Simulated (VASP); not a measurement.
Pb: single point with r2SCAN

The system is Pb.

```
Pb
1.0
     0.00000    2.49874    2.49874
     2.49874    0.00000    2.49874
     2.49874    2.49874    0.00000
Pb
1
Direct
  0.00000 0.00000 0.00000
```

```json
{"Program": "VASP 6.6.1", "Task": "single point", "Functional": "r2SCAN", "Potentials or basis": "VASP PAW PBE potentials, release 64 (Pb_d)", "Cutoff": "520 eV", "k mesh": "8 × 8 × 8", "Occupations": "fermi-dirac, width 0.1 eV", "Spin": "no spin polarisation", "Dipole correction": "no", "Further INCAR settings": "ALGO = Normal; EDIFF = 1e-06; NBANDS = 13"}
```

* Pressure: 0.0 GPa
* Band gap on the k mesh: zero (band 7 reaches 14.41 eV, above the bottom of band 8 at 5.50 eV)

Levels at points of the mesh, in eV from the Fermi level:
| k point | band 4 | band 5 | band 6 | band 7 | band 8 | band 9 | band 10 | band 11 |
| --- | --- | --- | --- | --- | --- | --- | --- | --- |
| (0.00, 0.00, 0.00) | -17.55 | -17.55 | -12.08 | 7.51 | 7.51 | 7.51 | 10.41 | 11.93 |
| (0.50, 0.00, 0.00) | -17.42 | -17.42 | -8.44 | -4.22 | 5.65 | 5.65 | 9.81 | 9.95 |
| (0.50, 0.50, 0.00) | -17.38 | -17.38 | -7.00 | -3.33 | 2.11 | 2.11 | 5.85 | 6.94 |

Wall time 23 s on 1 thread of Intel(R) Xeon(R) 6975P-C (Granite Rapids), on a shared host, peak memory 0.16 GiB.

Caveat: the PAW data sets were made with another functional, which shifts forces and pressure a little; spin-orbit coupling is left out, which moves the levels of the heavy elements.
